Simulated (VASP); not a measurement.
AgI: relaxation of cell and atoms with PBEsol

The system is AgI.

```
Ag I
1.0
     0.00000    3.22510    3.22510
     3.22510    0.00000    3.22510
     3.22510    3.22510    0.00000
Ag I
1 1
Direct
  0.00000 0.00000 0.00000
  0.75000 0.75000 0.75000
```

| Quantity | Value |
| --- | --- |
| Program | VASP 6.6.1 |
| Task | relaxation of cell and atoms |
| Functional | PBEsol |
| Potentials or basis | VASP PAW PBE potentials, release 64 (Ag, I) |
| Cutoff | 500 eV |
| k mesh | 8 × 8 × 8 |
| Occupations | gaussian, width 0.01 eV |
| Spin | no spin polarisation |
| Dipole correction | no |
| Further INCAR settings | ALGO = Normal; EDIFF = 1e-07; IBRION = 2; EDIFFG = -0.001; NSW = 80; ISIF = 3 |

```json
{
  "Relaxed volume": "33.50 Å³/atom",
  "Relaxed cell": "a = 4.559 Å, b = 4.559 Å, c = 4.559 Å, α = 60.00°, β = 60.00°, γ = 60.00°",
  "Space group after relaxing (to 0.05 Å)": "F-43m (No. 216)",
  "Energy gained by relaxing": "0.0 meV/atom",
  "Ionic steps": "4",
  "Pressure after relaxing": "0.0 GPa",
  "Band gap on the k mesh": "1.20 eV, direct"
}
```

Final structure:
```
Ag I
1.0
     0.00000    3.22376    3.22376
     3.22376    0.00000    3.22376
     3.22376    3.22376    0.00000
Ag I
1 1
Direct
  0.00000 0.00000 0.00000
  0.75000 0.75000 0.75000
```

Levels at points of the mesh, in eV from the valence-band top:
| k point | band 7 | band 8 | band 9 | band 10 | band 11 | band 12 |
| --- | --- | --- | --- | --- | --- | --- |
| (0.00, 0.00, 0.00) | 0.00 | 0.00 | 0.00 | 1.20 | 5.63 | 5.63 |
| (0.50, 0.00, 0.00) | -3.03 | -0.76 | -0.76 | 2.64 | 6.12 | 6.12 |
| (0.50, 0.50, 0.00) | -2.71 | -1.88 | -1.88 | 3.42 | 3.75 | 8.44 |

Wall time 27 s on 1 thread of Intel(R) Xeon(R) 6975P-C (Granite Rapids) (shared host), peak memory 0.22 GiB.

Caveat: the PAW data sets were made with another functional, which shifts forces and pressure a little; spin-orbit coupling is left out, which moves the levels of the heavy elements. PBEsol gaps usually lie below the measured ones, often by a third to a half.
